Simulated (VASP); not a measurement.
# CdO2 (P-3m1) in VASP: single point with PBEsol

Aim: the single point of CdO2 with PBEsol.

Everything below comes from runs of VASP 6.6.1. Logs are shortened: lines on timing, memory, paths and dates and some standing lists are left out, and cuts for length are marked.

## 1. The cell of the first run

The structure is trigonal, space group P-3m1 (No. 164). The conventional cell has a = 3.476 Å, b = 3.476 Å, c = 4.148 Å, α = 90.00°, β = 90.00°, γ = 120.00°. Within 3.0 Å of Cd (site symmetry -3m) lie 6 O at 2.25 Å. O (site symmetry 3m) has 3 Cd at 2.25 Å and 6 O at 2.85 to 2.92 Å within 3.0 Å.

## 2. Single point, PBEsol

INCAR reads:

```
SYSTEM = CdO2
ALGO = Normal
EDIFF = 1E-6
ENCUT = 520
GGA = PS
ISIF = 2
ISMEAR = -1
LASPH = .True.
LCHARG = .False.
LREAL = .False.
LWAVE = .False.
NBANDS = 19
NELM = 100
PREC = Accurate
SIGMA = 0.1
```

KPOINTS reads:

```
k-points
0
Gamma
  8 8 6
  0 0 0
```

POSCAR reads:

```
CdO2
1.0
    3.4762300000      0.0000000000      0.0000000000
   -1.7381100000      3.0105000000      0.0000000000
    0.0000000000      0.0000000000      4.1480800000
Cd O
1 2
Direct
    0.0000000000      0.0000000000      0.0000000000
    0.6666666667      0.3333333333      0.7557800000
    0.3333333333      0.6666666667      0.2442200000
```

Potentials or basis: VASP PAW PBE potentials, release 64 (Cd, O).

Launch:

```
> cat potpaw_PBE.64/Cd/POTCAR potpaw_PBE.64/O/POTCAR > POTCAR
> mpirun -np 1 vasp_std > vasp.out
```

OUTCAR:

```text
SYSTEM = CdO2
   EDIFF = 1E-6
   ENCUT = 520
   GGA = PS
   ISIF = 2
   ISMEAR = -1
   LASPH = .True.
   LREAL = .False.
   NELM = 100
   PREC = Accurate

 ion  position               nearest neighbor table
   1  0.000  0.000  0.000-   3 2.25   2 2.25   3 2.25   2 2.25   2 2.25   3 2.25
   2  0.667  0.333  0.756-   1 2.25   1 2.25   1 2.25
   3  0.333  0.667  0.244-   1 2.25   1 2.25   1 2.25

  LATTYP: Found a hexagonal cell.
 ALAT       =     3.4762300000
 C/A-ratio  =     1.1932697204

  Lattice vectors:

 A1 = (   3.4762300000,   0.0000000000,   0.0000000000)
 A2 = (  -1.7381100000,   3.0105000000,   0.0000000000)
 A3 = (   0.0000000000,   0.0000000000,   4.1480800000)

Analysis of symmetry for initial positions (statically):
=====================================================================
 Subroutine PRICEL returns:
 Original cell was already a primitive cell.

 Routine SETGRP: Setting up the symmetry group for a
 hexagonal supercell.

 Subroutine GETGRP returns: Found 12 space group operations
 (whereof 12 operations were pure point group operations)
 out of a pool of 24 trial point group operations.

The static configuration has the point symmetry D_3d.

Analysis of symmetry for dynamics (positions and initial velocities):
=====================================================================
 Subroutine PRICEL returns:
 Original cell was already a primitive cell.

 Routine SETGRP: Setting up the symmetry group for a
 hexagonal supercell.

 Subroutine GETGRP returns: Found 12 space group operations
 (whereof 12 operations were pure point group operations)
 out of a pool of 24 trial point group operations.

The dynamic configuration has the point symmetry D_3d.

 Subroutine INISYM returns: Found 12 space group operations
 (whereof 12 operations are pure point group operations),
 and found     1 'primitive' translations

----------------------------------------------------------------------------------------

                                     Primitive cell

  volume of cell :      43.4104

  direct lattice vectors                    reciprocal lattice vectors
     3.476230000  0.000000000  0.000000000     0.287667962  0.166084890  0.000000000
    -1.738110000  3.010500000  0.000000000     0.000000000  0.332170736  0.000000000
     0.000000000  0.000000000  4.148080000     0.000000000  0.000000000  0.241075389

  length of vectors
     3.476230000  3.476224478  4.148080000     0.332170208  0.332170736  0.241075389

  position of ions in fractional coordinates (direct lattice)
     0.000000000  0.000000000  0.000000000
     0.666666667  0.333333333  0.755780000
     0.333333333  0.666666667  0.244220000

  ion indices of the primitive-cell ions
   primitive index   ion index
                 1           1
                 2           2
                 3           3

----------------------------------------------------------------------------------------

 KPOINTS: k-points

Automatic generation of k-mesh.
 Grid dimensions read from file:
 generate k-points for:    8    8    6

 Generating k-lattice:

  Cartesian coordinates                     Fractional coordinates (reciprocal lattice)
     0.035958495  0.020760611  0.000000000     0.125000000  0.000000000  0.000000000
     0.000000000  0.041521342  0.000000000     0.000000000  0.125000000  0.000000000
     0.000000000  0.000000000  0.040179232     0.000000000  0.000000000  0.166666667

  Length of vectors
     0.041521276  0.041521342  0.040179232

  Shift w.r.t. Gamma in fractional coordinates (k-lattice)
     0.000000000  0.000000000  0.000000000

 Subroutine IBZKPT returns following result:
 ===========================================

 Found     50 irreducible k-points:

 Following reciprocal coordinates:
            Coordinates               Weight
  0.000000  0.000000  0.000000      1.000000
  0.125000  0.000000  0.000000      6.000000
  0.250000  0.000000  0.000000      6.000000
  0.375000  0.000000  0.000000      6.000000
  0.500000  0.000000  0.000000      3.000000
  0.125000  0.125000  0.000000      6.000000
[... 16 lines left out ...]
 -0.125000  0.500000  0.166667     12.000000
  0.250000  0.250000  0.166667     12.000000
 [... further k-points ...]
   k-points           NKPTS =     50   k-points in BZ     NKDIM =     50   number of bands    NBANDS=     19
   number of dos      NEDOS =    301   number of ions     NIONS =      3
   total plane-waves  NPLWV =  25088
   dimension x,y,z NGX =    28 NGY =   28 NGZ =   32
   dimension x,y,z NGXF=    56 NGYF=   56 NGZF=   64
   ions per type =               1   2
   NGX,Y,Z   is equivalent  to a cutoff of  13.39, 13.39, 12.82 a.u.
   NGXF,Y,Z  is equivalent  to a cutoff of  26.78, 26.78, 25.65 a.u.
 SYSTEM =  CdO2
   PREC   = accura    normal or accurate (medium, high low for compatibility)
   ISTART =      0    job   : 0-new  1-cont  2-samecut
   ICHARG =      2    charge: 1-file 2-atom 10-const
   ISPIN  =      1    spin polarized calculation?
   LNONCOLLINEAR =      F non collinear calculations
   LSORBIT =      F    spin-orbit coupling
   LASPH  =      T    aspherical Exc in radial PAW
   ENCUT  =  520.0 eV  38.22 Ry    6.18 a.u.   6.46  6.46  7.71*2*pi/ulx,y,z
   NELM   =    100;   NELMIN=  2; NELMDL= -5     # of ELM steps
   EDIFF  = 0.1E-05   stopping-criterion for ELM
   LREAL  =      F    real-space projection
   EDIFFG = 0.1E-04   stopping-criterion for IOM
   NSW    =      0    number of steps for IOM
   IBRION =     -1    ionic relax: 0-MD 1-quasi-New 2-CG
   NFREE  =      0    steps in history (QN), initial steepest desc. (CG)
   ISIF   =      2    stress and relaxation
   ISYM   =      2    0-nonsym 1-usesym 2-fastsym
   POTIM  = 0.5000    time-step for ionic-motion
   TEBEG  =    0.0;   TEEND  =   0.0 temperature during run
   PSTRESS=    0.0 pullay stress
   NELECT =      24.0000    total number of electrons
   NUPDOWN=      -1.0000    fix difference up-down
   EMIN   =  10.00;   EMAX   =-10.00  energy-range for DOS
   EFERMI =   0.00;   METHOD = LEGACY
   ISMEAR =    -1;   SIGMA  =   0.10  broadening in eV -4-tet -1-fermi 0-gaus
   EFERMI_NEDOS =   21; number of points for ismear=-14 and -15
   IALGO  =     38    algorithm
   IMIX   =      4    mixing-type and parameters
     AMIX     =   0.40;   BMIX     =  1.00
     AMIX_MAG =   1.60;   BMIX_MAG =  1.00
  volume/ion in A,a.u.               =      14.47        97.65
  Fermi-wavevector in a.u.,A,eV,Ry     =   1.343632  2.539097 24.563254  1.805348
  Thomas-Fermi vector in A             =   2.471691
   LORBIT       =      0    0 simple, 1 ext, 2 COOP (PROOUT), +10 PAW based schemes
   GGA     = PS    functional components
   LHFCALC =     F    Hartree Fock is set to
   AEXX    =    0.0000 exact exchange contribution
   IVDW    =     0    specifies the selected vdW correction
   LEPSILON=     F    determine dielectric tensor
   LRPA    =     F    only Hartree local field effects (RPA)
 non-spin polarized calculation
  energy-cutoff  :      520.00
  volume of cell :       43.41
 maximum number of plane-waves:      1198
 NGX is ok and might be reduce to    28
   NGX = 13   NGY = 13   NGZ = 15

 number of electron      23.9999992 magnetization

 Free energy of the ion-electron system (eV)
  ---------------------------------------------------
  ext. energy  EPLUGINS =         0.00000000
  ---------------------------------------------------
  free energy    TOTEN  =       -11.34253280 eV

  energy without entropy =      -11.18557811  energy(sigma->0) =      -11.26405546

 E-fermi :  -0.6684     XC(G=0): -10.4100

 val. band max:       -0.6716344000   @ k =   0.5000   0.0000   0.3333
 cond. band min:      -0.6633846853   @ k =   0.0000   0.1250   0.3333
 fundamental gap:      0.0082497146
 Fermi energy:        -0.6683798161

 k-point     1 :       0.0000    0.0000    0.0000
  band No.  band energies     occupation
      1     -17.7637      2.00000
      2     -16.3195      2.00000
      3      -7.9129      2.00000
      4      -7.9129      2.00000
      5      -7.5475      2.00000
      6      -6.9364      2.00000
[... 11 lines left out ...]
     18      13.8493      0.00000
     19      17.5601      0.00000

 k-point     2 :       0.1250    0.0000    0.0000
  band No.  band energies     occupation
      1     -17.6777      2.00000
      2     -16.3791      2.00000
      3      -7.8360      2.00000
      4      -7.7691      2.00000
      5      -7.4749      2.00000
      6      -6.9728      2.00000
[... 11 lines left out ...]
     18      13.7583      0.00000
     19      16.5388      0.00000

 k-point     3 :       0.2500    0.0000    0.0000
  band No.  band energies     occupation
      1     -17.4528      2.00000
      2     -16.5281      2.00000
      3      -7.6616      2.00000
      4      -7.4910      2.00000
      5      -7.2553      2.00000
      6      -7.0283      2.00000
[... 11 lines left out ...]
     18      13.5762      0.00000
     19      14.6026      0.00000

 k-point     4 :       0.3750    0.0000    0.0000
  band No.  band energies     occupation
      1     -17.1764      2.00000
      2     -16.7106      2.00000
      3      -7.5374      2.00000
      4      -7.4655      2.00000
      5      -7.0514      2.00000
      6      -6.8564      2.00000
[... 407 lines left out ...]
     18      14.0380      0.00000
     19      15.1847      0.00000

 k-point    23 :      -0.1250    0.5000    0.1667
  band No.  band energies     occupation
      1     -17.0388      2.00000
      2     -16.7894      2.00000
      3      -7.4886      2.00000
      4      -7.4697      2.00000
      5      -6.9754      2.00000
      6      -6.8531      2.00000
[... 11 lines left out ...]
     18      14.1217      0.00000
     19      15.1985      0.00000

 k-point    24 :       0.2500    0.2500    0.1667
  band No.  band energies     occupation
      1     -17.0457      2.00000
      2     -16.7832      2.00000
      3      -7.4328      2.00000
      4      -7.3021      2.00000
      5      -7.0833      2.00000
      6      -6.8750      2.00000
[... 11 lines left out ...]
     18      14.2451      0.00000
     19      15.3298      0.00000

 [... further k-points ...]

------------------------ aborting loop because EDIFF is reached ----------------------------------------

  FORCE on cell =-STRESS in cart. coord.  units (eV):
  Direction    XX          YY          ZZ          XY          YZ          ZX
  --------------------------------------------------------------------------------------
  -------------------------------------------------------------------------------------
  Total       -2.5321790     -2.5321732     -2.1786846     -0.0000042     -0.0000000     -0.0000000
  in kB      -93.4567625    -93.4565459    -80.4101154     -0.0001552     -0.0000000     -0.0000000
  external PRESSURE =     -89.1078079 kB  Pullay stress =       0.0000000 kB

 VOLUME and BASIS-vectors are now :
 -----------------------------------------------------------------------------
  energy-cutoff  :      520.00
  volume of cell :       43.41
      direct lattice vectors                 reciprocal lattice vectors
     3.476230000  0.000000000  0.000000000     0.287667962  0.166084890  0.000000000
    -1.738110000  3.010500000  0.000000000     0.000000000  0.332170736  0.000000000
     0.000000000  0.000000000  4.148080000     0.000000000  0.000000000  0.241075389

 POSITION                                       TOTAL-FORCE (eV/Angst)
 -----------------------------------------------------------------------------------
      0.00000      0.00000      0.00000        -0.000000      0.000000      0.000000
      1.73812      1.00350      3.13504         0.000000      0.000000      0.233224
      0.00000      2.00700      1.01304         0.000000      0.000000     -0.233224
 -----------------------------------------------------------------------------------
    total drift:                                0.000000     -0.000000     -0.000000

  FREE ENERGIE OF THE ION-ELECTRON SYSTEM (eV)
  ---------------------------------------------------
  free  energy   TOTEN  =       -11.3425328012 eV

  energy  without entropy=      -11.1855781101  energy(sigma->0) =      -11.26405546
```

It took 73 s on 1 thread of Intel Xeon 8259CL, shared host; peak memory 0.18 GiB.

Results:

```yaml
Free_energy: -11.3425 eV
Pressure: -8.9 GPa
Largest_force: 0.233 eV/Å
Band_gap_on_the_k_mesh: zero (band 12 reaches -0.40 eV, above the bottom of band 13 at -1.14 eV)
```

Forces in eV/Å, atoms in the order of the input:
```
Cd   0.000  0.000  0.000
O    0.000  0.000  0.233
O    0.000  0.000 -0.233
```

Caveat: the PAW data sets were made with another functional, which shifts forces and pressure a little.
